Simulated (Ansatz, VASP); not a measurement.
## Y: VASP beside Ansatz

INCAR

```
ALGO = Fast
EDIFF = 1E-6
EDIFFG = -0.01
ENCUT = 600
GGA = PE
IBRION = 2
ISIF = 3
ISMEAR = 0
LASPH = True
LCHARG = False
LREAL = False
LWAVE = False
NELM = 100
NSW = 100
PREC = Accurate
SIGMA = 0.1
```

KPOINTS

```
k-points
0
Gamma
  18 18 18
```

The input POSCAR:

```
Y
1.0
    1.7945034113      1.0360570276      2.8877225616
   -1.7945034113      1.0360570276      2.8877225616
    0.0000000000     -2.0721140551      2.8877225616
Y
1
Direct
    0.5000000000      0.5000000000      0.5000000000
```

Input for Ansatz:

```yaml
crystal:
  lattice:
    - [1.7945034113, 1.0360570276, 2.8877225616]
    - [-1.7945034113, 1.0360570276, 2.8877225616]
    - [0.0, -2.0721140551, 2.8877225616]
  atoms:
    - { symbol: "Y", position: [0.5, 0.5, 0.5] }
basis:
  ecutwfc: 420
kpoints:
  mp_grid: { grid: [18, 18, 18] }
hamiltonian:
  xc: pbe
scf:
  occupations: { method: gaussian, width: 0.1 }
output:
  forces: true
  stress: true
  eigenvalues: true
relax:
  adjacent_minimum: "off"
  f_tol: 0.01
  max_steps: 80
  cell: { stress_tol: 0.05 }
```

Alike in both runs: task relaxation of cell and atoms; functional PBE; k mesh 18 × 18 × 18; occupations gaussian, width 0.1 eV; no spin polarisation.

|  | VASP | Ansatz |
| --- | --- | --- |
| version | VASP 6.6.1 | Ansatz 0.2.0 |
| potentials or method | VASP PAW PBE potentials, release 64 (Y_sv), cutoff 600 eV | scalar-relativistic, plane waves, PAW |
| valence electrons in the cell | 11 | 11 |

|  | VASP | Ansatz | Ansatz less VASP |
| --- | --- | --- | --- |
| gap on the k mesh at the Fermi level, each at its own relaxed structure (eV) | none | none | - |
| relaxed volume (Å³/atom) | 32.31 | 32.42 | +0.105 |
| relaxed length of the cell vector where the two differ most in proportion (Å) | 3.576 | 3.579 | +0.0032 |

A gap of «none» marks a metal or a gap that the smearing closes.
